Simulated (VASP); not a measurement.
Runs of VASP 6.6.1 on Fe. The structure is that of space group Pm-3m (No. 221), or close to it. The cells are those of the table. 

```csv
task,potentials or basis,spin,cell,k mesh,cutoff (eV),smearing,second run,gap on the mesh (eV),pressure (GPa),moment (μB)
single point,"VASP PAW PBE potentials, release 64 (Fe)","collinear, ferromagnetic start","a = 2.493 Å, 1 atom",15 × 15 × 15,520,fermi-dirac 0.05 eV,-,none,-7.4,2.79
single point,"VASP PAW PBE potentials, release 64 (Fe_sv)",off,"a = 2.225 Å, 1 atom",15 × 15 × 15,600,fermi-dirac 0.1 eV,valence_matched,none,15.3,-
single point,"VASP PAW PBE potentials, release 64 (Fe)","collinear, ferromagnetic start","a = 2.300 Å, 1 atom",15 × 15 × 15,520,fermi-dirac 0.05 eV,-,none,18.8,2.26
relaxation of cell and atoms,"VASP PAW PBE potentials, release 64 (Fe_sv)",off,"relaxed from a = 2.334 Å, 1 atom",13 × 13 × 13,600,fermi-dirac 0.1 eV,valence_matched,none,0.1,-
single point,"VASP PAW PBE potentials, release 64 (Fe)","collinear, ferromagnetic start","a = 2.400 Å, 1 atom",15 × 15 × 15,520,fermi-dirac 0.05 eV,-,none,-0.6,(c)
single point,"VASP PAW PBE potentials, release 64 (Fe)","collinear, ferromagnetic start","a = 2.400 Å, 1 atom",13 × 13 × 13,520,fermi-dirac 0.05 eV,-,none,-0.3,(b)
single point,"VASP PAW PBE potentials, release 64 (Fe)",off,"a = 2.288 Å, 1 atom",15 × 15 × 15,520,fermi-dirac 0.1 eV,-,none,-0.8,-
single point,"VASP PAW PBE potentials, release 64 (Fe)","collinear, ferromagnetic start","a = 2.335 Å, 1 atom",15 × 15 × 15,520,fermi-dirac 0.05 eV,-,none,(a),2.32
single point,"VASP PAW PBE potentials, release 64 (Fe)",off,"a = 2.257 Å, 1 atom",15 × 15 × 15,520,fermi-dirac 0.1 eV,-,none,7.5,-
single point,"VASP PAW PBE potentials, release 64 (Fe)",off,"a = 2.318 Å, 1 atom",15 × 15 × 15,520,fermi-dirac 0.1 eV,-,none,-7.4,-
single point,"VASP PAW PBE potentials, release 64 (Fe)",off,"a = 2.225 Å, 1 atom",15 × 15 × 15,520,fermi-dirac 0.1 eV,-,none,17.9,-
single point,"VASP PAW PBE potentials, release 64 (Fe)",off,"a = 2.193 Å, 1 atom",15 × 15 × 15,520,fermi-dirac 0.1 eV,-,none,30.9,-
```

Alike in all rows: level RPBE.

Task: Estimate the missing entries.

Result: (a) 10.7; (b) 2.49; (c) 2.43.

Caveats: the PAW data sets were made with another functional, which shifts forces and pressure a little.

A gap of «none» marks levels without a gap at the run's occupations.

The runs don't all hold the same shells in valence.
